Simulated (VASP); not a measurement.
A run of VASP 6.6.1:

The input INCAR:

```
PREC = Accurate
ENCUT = 520
EDIFF = 1E-6
ISMEAR = 0
SIGMA = 0.1
LREAL = False
LASPH = True
NELM = 80
ALGO = Normal
ISIF = 2
LWAVE = False
LCHARG = False
GGA = PE
NBANDS = 38
```

Contents of KPOINTS:

```
regular mesh
0
Gamma
  6 6 8
```

POSCAR

```
Hf3Ta2O
1.0
    5.8851534308      0.0000000000      0.0000000000
   -2.9425767154      5.0966923763      0.0000000000
    0.0000000000      0.0000000000      4.5507906937
Hf Ta O
3 2 1
Direct
    0.5000000000      0.0000000000      0.5000000000
    0.5000000000      0.5000000000      0.5000000000
    0.0000000000      0.5000000000      0.5000000000
    0.3333333333      0.6666666667      0.0000000000
    0.6666666667      0.3333333333      0.0000000000
    0.0000000000      0.0000000000      0.0000000000
```

Potentials or basis: VASP PAW PBE potentials, release 64 (Hf_pv, Ta_pv, O).

Launch:

```sh
$ cat potpaw_PBE.64/Hf_pv/POTCAR potpaw_PBE.64/Ta_pv/POTCAR potpaw_PBE.64/O/POTCAR > POTCAR
$ mpirun -np 1 vasp_std > vasp.out
```

Hardware: 1 thread of Intel(R) Xeon(R) Platinum 8259CL CPU @ 2.50GHz (Skylake/Cascade Lake) (shared host).

How long does it take, and how much memory?

Run time: 4.6 min on 1 thread of Intel(R) Xeon(R) Platinum 8259CL CPU @ 2.50GHz (Skylake/Cascade Lake), with other jobs on the host, peak memory 0.37 GiB. Counts: scf iterations 16, k points 35.
